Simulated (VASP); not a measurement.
# BiS (R-3m) in VASP: a series of runs

Aim: see how the results for BiS move with the level of theory and the settings. Levels: r2SCAN0, PBEsol-based global hybrid with 25 % exact exchange, PBE0, HSE06. Tasks: single point.

Everything below comes from runs of VASP 6.6.1. Logs are shortened: lines on timing, memory, paths and dates and some standing lists are left out, and cuts for length are marked.

### 1 The cell of the first run

The structure is trigonal, space group R-3m (No. 166). Conventional cell: a = 4.219 Å, b = 4.219 Å, c = 10.501 Å, α = 90.00°, β = 90.00°, γ = 120.00°. Bi (site symmetry -3m) has 6 S at 3.00 Å within 3.9 Å. Within 3.9 Å of S (site symmetry -3m) lie 6 Bi at 3.00 Å.

### 2 Single point, r2SCAN0

Contents of POSCAR:

```
BiS
1.0
    2.1092708700      1.2177881000      3.5004874800
   -2.1092708700      1.2177881000      3.5004874800
    0.0000000000     -2.4355762100      3.5004874800
Bi S
1 1
Direct
    0.0000000000      0.0000000000      0.0000000000
    0.5000000000      0.5000000000      0.5000000000
```

Contents of INCAR.step1:

```
ALGO = Normal ; EDIFF = 1E-5
ENCUT = 520 ; GGA = PE
ISIF = 2 ; ISMEAR = -1
LASPH = T ; LCHARG = F
LREAL = F ; LWAVE = T
NBANDS = 18 ; NELM = 100
PREC = Accurate ; SIGMA = 0.05
```

Contents of INCAR.step2:

```
AEXX = 0.25 ; ALGO = Normal
EDIFF = 1E-7 ; ENCUT = 520
ISIF = 2 ; ISMEAR = -1
ISTART = 1 ; LASPH = T
LCHARG = F ; LHFCALC = T
LMIXTAU = T ; LREAL = F
LWAVE = F ; METAGGA = R2SCAN
NBANDS = 18 ; NELM = 100
PREC = Accurate ; PRECFOCK = Normal
SIGMA = 0.05
```

Contents of KPOINTS:

```
k-points
0
Gamma
  4 4 4
```

Potentials or basis: VASP PAW PBE potentials, release 64 (Bi_d, S).

On the command line:

```console
$ cat potpaw_PBE.64/Bi_d/POTCAR potpaw_PBE.64/S/POTCAR > POTCAR
$ cp INCAR.step1 INCAR
$ mpirun -np 1 vasp_std > vasp.out
$ cp INCAR.step2 INCAR
$ mpirun -np 1 vasp_std > vasp.out
```

OUTCAR:

```text
AEXX = 0.25
   EDIFF = 1E-7
   ENCUT = 520
   ISIF = 2
   ISMEAR = -1
   ISTART = 1
   LASPH = T
   LHFCALC = T
   LREAL = F
   METAGGA = R2SCAN
   NELM = 100
   PREC = Accurate
   PRECFOCK = Normal

 ion  position               nearest neighbor table
   1  0.000  0.000  0.000-   2 3.00   2 3.00   2 3.00   2 3.00   2 3.00   2 3.00
   2  0.500  0.500  0.500-   1 3.00   1 3.00   1 3.00   1 3.00   1 3.00   1 3.00

  LATTYP: Found a trigonal (rhomboedric) cell.
 ALAT       =     4.2644394775
 COS(alpha) =     0.5107049814

  Lattice vectors:

 A1 = (   2.1092708700,   1.2177881000,   3.5004874800)
 A2 = (  -2.1092708700,   1.2177881000,   3.5004874800)
 A3 = (   0.0000000000,  -2.4355762100,   3.5004874800)

Analysis of symmetry for initial positions (statically):
=====================================================================
 Subroutine PRICEL returns:
 Original cell was already a primitive cell.

 Routine SETGRP: Setting up the symmetry group for a
 trigonal (rhombohedral) supercell.

 Subroutine GETGRP returns: Found 12 space group operations
 (whereof 12 operations were pure point group operations)
 out of a pool of 12 trial point group operations.

The static configuration has the point symmetry D_3d.

Analysis of symmetry for dynamics (positions and initial velocities):
=====================================================================
 Subroutine PRICEL returns:
 Original cell was already a primitive cell.

 Routine SETGRP: Setting up the symmetry group for a
 trigonal (rhombohedral) supercell.

 Subroutine GETGRP returns: Found 12 space group operations
 (whereof 12 operations were pure point group operations)
 out of a pool of 12 trial point group operations.

The dynamic configuration has the point symmetry D_3d.

 Subroutine INISYM returns: Found 12 space group operations
 (whereof 12 operations are pure point group operations),
 and found     1 'primitive' translations

----------------------------------------------------------------------------------------

                                     Primitive cell

  volume of cell :      53.9491

  direct lattice vectors                    reciprocal lattice vectors
     2.109270870  1.217788100  3.500487480     0.237048739  0.136860153  0.095224832
    -2.109270870  1.217788100  3.500487480    -0.237048739  0.136860153  0.095224832
     0.000000000 -2.435576210  3.500487480     0.000000000 -0.273720307  0.095224832

  length of vectors
     4.264439477  4.264439477  4.264439479     0.289811275  0.289811275  0.289811275

  position of ions in fractional coordinates (direct lattice)
     0.000000000  0.000000000  0.000000000
     0.500000000  0.500000000  0.500000000

  ion indices of the primitive-cell ions
   primitive index   ion index
                 1           1
                 2           2

----------------------------------------------------------------------------------------

 KPOINTS: k-points

Automatic generation of k-mesh.
 Grid dimensions read from file:
 generate k-points for:    4    4    4

 Generating k-lattice:

  Cartesian coordinates                     Fractional coordinates (reciprocal lattice)
     0.059262185  0.034215038  0.023806208     0.250000000  0.000000000  0.000000000
    -0.059262185  0.034215038  0.023806208     0.000000000  0.250000000  0.000000000
     0.000000000 -0.068430077  0.023806208     0.000000000  0.000000000  0.250000000

  Length of vectors
     0.072452819  0.072452819  0.072452819

  Shift w.r.t. Gamma in fractional coordinates (k-lattice)
     0.000000000  0.000000000  0.000000000

 Subroutine IBZKPT returns following result:
 ===========================================

 Found     13 irreducible k-points:

 Following reciprocal coordinates:
            Coordinates               Weight
  0.000000  0.000000  0.000000      1.000000
  0.250000  0.000000  0.000000      6.000000
  0.500000  0.000000  0.000000      3.000000
  0.250000  0.250000  0.000000      6.000000
  0.500000  0.250000  0.000000     12.000000
 -0.250000  0.250000  0.000000      6.000000
  0.500000  0.500000  0.000000      3.000000
  0.250000  0.250000  0.250000      2.000000
  0.500000  0.250000  0.250000      6.000000
 -0.250000  0.250000  0.250000      6.000000
  0.500000  0.500000  0.250000      6.000000
 -0.250000  0.500000  0.250000      6.000000
  0.500000  0.500000  0.500000      1.000000
   k-points           NKPTS =     13   k-points in BZ     NKDIM =     64   number of bands    NBANDS=     18
   number of dos      NEDOS =    301   number of ions     NIONS =      2
   total plane-waves  NPLWV =  32768
   dimension x,y,z NGX =    32 NGY =   32 NGZ =   32
   dimension x,y,z NGXF=    64 NGYF=   64 NGZF=   64
   ions per type =               1   1
   NGX,Y,Z   is equivalent  to a cutoff of  12.47, 12.47, 12.47 a.u.
   NGXF,Y,Z  is equivalent  to a cutoff of  24.95, 24.95, 24.95 a.u.
 SYSTEM =  unknown system
   PREC   = accura    normal or accurate (medium, high low for compatibility)
   ISTART =      1    job   : 0-new  1-cont  2-samecut
   ICHARG =      0    charge: 1-file 2-atom 10-const
   ISPIN  =      1    spin polarized calculation?
   LNONCOLLINEAR =      F non collinear calculations
   LSORBIT =      F    spin-orbit coupling
   LASPH  =      T    aspherical Exc in radial PAW
   ENCUT  =  520.0 eV  38.22 Ry    6.18 a.u.   7.93  7.93  7.93*2*pi/ulx,y,z
   NELM   =    100;   NELMIN=  2; NELMDL=  0     # of ELM steps
   EDIFF  = 0.1E-06   stopping-criterion for ELM
   LREAL  =      F    real-space projection
   EDIFFG = 0.1E-05   stopping-criterion for IOM
   NSW    =      0    number of steps for IOM
   IBRION =     -1    ionic relax: 0-MD 1-quasi-New 2-CG
   NFREE  =      0    steps in history (QN), initial steepest desc. (CG)
   ISIF   =      2    stress and relaxation
   ISYM   =      3    0-nonsym 1-usesym 2-fastsym
   POTIM  = 0.5000    time-step for ionic-motion
   TEBEG  =    0.0;   TEEND  =   0.0 temperature during run
   PSTRESS=    0.0 pullay stress
   NELECT =      21.0000    total number of electrons
   NUPDOWN=      -1.0000    fix difference up-down
   EMIN   =  10.00;   EMAX   =-10.00  energy-range for DOS
   EFERMI =   0.00;   METHOD = LEGACY
   ISMEAR =    -1;   SIGMA  =   0.05  broadening in eV -4-tet -1-fermi 0-gaus
   EFERMI_NEDOS =   21; number of points for ismear=-14 and -15
   IALGO  =     38    algorithm
   IMIX   =      1    mixing-type and parameters
     AMIX     =   0.40;   BMIX     =  1.00
     AMIX_MAG =   1.60;   BMIX_MAG =  1.00
  volume/ion in A,a.u.               =      26.97       182.03
  Fermi-wavevector in a.u.,A,eV,Ry     =   1.195327  2.258840 19.440087  1.428806
  Thomas-Fermi vector in A             =   2.331295
   LORBIT       =      0    0 simple, 1 ext, 2 COOP (PROOUT), +10 PAW based schemes
   METAGGA = R2SCAN    functional components
   LHFCALC =     T    Hartree Fock is set to
   PRECFOCK=normal    Normal, Fast or Accurate (Low or Medium for compatibility)
   ENCUT4O =  -1.0   cutoff for four orbital integrals eV
   NKREDX  =     1    reduce k-point grid by
   NKREDY  =     1    reduce k-point grid by
   NKREDZ  =     1    reduce k-point grid by
   AEXX    =    0.2500 exact exchange contribution
   HFSCREEN=    0.0000 screening length (either q_TF or 0.3 A-1)
   HFSCREENC=   0.0000 screening length for correlation (either q_TF or 0.3 A-1)
   ENCUTFOCK=  -1.0 apply spherical cutoff to Coloumb kernel
   IVDW    =     0    specifies the selected vdW correction
   LEPSILON=     F    determine dielectric tensor
   LRPA    =     F    only Hartree local field effects (RPA)
 non-spin polarized calculation
  energy-cutoff  :      520.00
  volume of cell :       53.95
 maximum number of plane-waves:      1466
  NGX = 24; NGY = 24; NGZ = 24

 number of electron      21.0000005 magnetization

 Free energy of the ion-electron system (eV)
  ---------------------------------------------------
  ext. energy  EPLUGINS =         0.00000000
  ---------------------------------------------------
  free energy    TOTEN  =       -54.98972119 eV

  energy without entropy =      -54.98368897  energy(sigma->0) =      -54.98670508

 E-fermi :   6.9091     XC(G=0):  -8.1097

 val. band max:        6.3382321473   @ k =  -0.2500   0.5000   0.2500
 cond. band min:       6.9439558312   @ k =  -0.2500   0.2500   0.0000
 fundamental gap:      0.6057236838
 Fermi energy:         6.9090958142

 k-point     1 :       0.0000    0.0000    0.0000
  band No.  band energies     occupation
      1     -20.1194      2.00000
      2     -20.1194      2.00000
      3     -20.1035      2.00000
      4     -20.1035      2.00000
      5     -20.1027      2.00000
      6     -10.9897      2.00000
[... 10 lines left out ...]
     17      14.9368      0.00000
     18      15.3108      0.00000

 k-point     2 :       0.2500    0.0000    0.0000
  band No.  band energies     occupation
      1     -20.1215      2.00000
      2     -20.1111      2.00000
      3     -20.1076      2.00000
      4     -20.1057      2.00000
      5     -20.0935      2.00000
      6     -10.3713      2.00000
[... 10 lines left out ...]
     17      17.9215      0.00000
     18      18.3856      0.00000

 k-point     3 :       0.5000    0.0000    0.0000
  band No.  band energies     occupation
      1     -20.1257      2.00000
      2     -20.1158      2.00000
      3     -20.1061      2.00000
      4     -20.0980      2.00000
      5     -20.0834      2.00000
      6      -9.3134      2.00000
[... 10 lines left out ...]
     17      17.1121      0.00000
     18      18.7441      0.00000

 k-point     4 :       0.2500    0.2500    0.0000
  band No.  band energies     occupation
      1     -20.1283      2.00000
      2     -20.1133      2.00000
      3     -20.1088      2.00000
      4     -20.0962      2.00000
      5     -20.0918      2.00000
      6     -10.1962      2.00000
[... 144 lines left out ...]
      4     -20.0881      2.00000
      5     -20.0874      2.00000
      6      -9.2634      2.00000
[... 10 lines left out ...]
     17      18.1356      0.00000
     18      18.7365      0.00000

 k-point    12 :      -0.2500    0.5000    0.2500
  band No.  band energies     occupation
      1     -20.1351      2.00000
      2     -20.1098      2.00000
      3     -20.1057      2.00000
      4     -20.0977      2.00000
      5     -20.0813      2.00000
      6      -8.9442      2.00000
[... 10 lines left out ...]
     17      19.1573      0.00000
     18      19.4669      0.00000

 k-point    13 :       0.5000    0.5000    0.5000
  band No.  band energies     occupation
      1     -20.1278      2.00000
      2     -20.1278      2.00000
      3     -20.0981      2.00000
      4     -20.0885      2.00000
      5     -20.0885      2.00000
      6      -9.3415      2.00000
[... 10 lines left out ...]
     17      16.9145      0.00000
     18      18.8126      0.00000

------------------------ aborting loop because EDIFF is reached ----------------------------------------

  FORCE on cell =-STRESS in cart. coord.  units (eV):
  Direction    XX          YY          ZZ          XY          YZ          ZX
  --------------------------------------------------------------------------------------
  -------------------------------------------------------------------------------------
  Total       -1.3299958     -1.3299958     -1.3046065      0.0000000      0.0000000      0.0000000
  in kB      -39.4981701    -39.4981700    -38.7441614      0.0000000      0.0000000      0.0000000
  external PRESSURE =     -39.2468339 kB  Pullay stress =       0.0000000 kB

 VOLUME and BASIS-vectors are now :
 -----------------------------------------------------------------------------
  energy-cutoff  :      520.00
  volume of cell :       53.95
      direct lattice vectors                 reciprocal lattice vectors
     2.109270870  1.217788100  3.500487480     0.237048739  0.136860153  0.095224832
    -2.109270870  1.217788100  3.500487480    -0.237048739  0.136860153  0.095224832
     0.000000000 -2.435576210  3.500487480     0.000000000 -0.273720307  0.095224832

 POSITION                                       TOTAL-FORCE (eV/Angst)
 -----------------------------------------------------------------------------------
      0.00000      0.00000      0.00000         0.000000      0.000000      0.000000
      0.00000     -0.00000      5.25073        -0.000000     -0.000000     -0.000000
 -----------------------------------------------------------------------------------
    total drift:                               -0.000000     -0.000000      0.000003

  FREE ENERGIE OF THE ION-ELECTRON SYSTEM (eV)
  ---------------------------------------------------
  free  energy   TOTEN  =       -54.9897211883 eV

  energy  without entropy=      -54.9836889734  energy(sigma->0) =      -54.98670508
```

Run time: 34 min. Hardware: 1 thread of AMD EPYC, shared host; peak memory 0.17 GiB.

What came out:

- Free energy: -54.9897 eV
- Pressure: -3.9 GPa
- Band gap on the k mesh: zero (an odd number of electrons rules out a gap without spin polarisation)

Stress tensor (GPa, compression positive):
```
-3.95  0.00  0.00
 0.00 -3.95  0.00
 0.00  0.00 -3.87
```

Caveat: the k points lie up to 0.46 Å⁻¹ apart, too coarse for converged energies and pressures of a metal; the PAW data sets were made with another functional, which shifts forces and pressure a little; spin-orbit coupling is left out, which moves the levels of the heavy elements.

[end of part 1 of 2]

The gap in the log of VASP goes by the Fermi energy; the results here count the filled bands.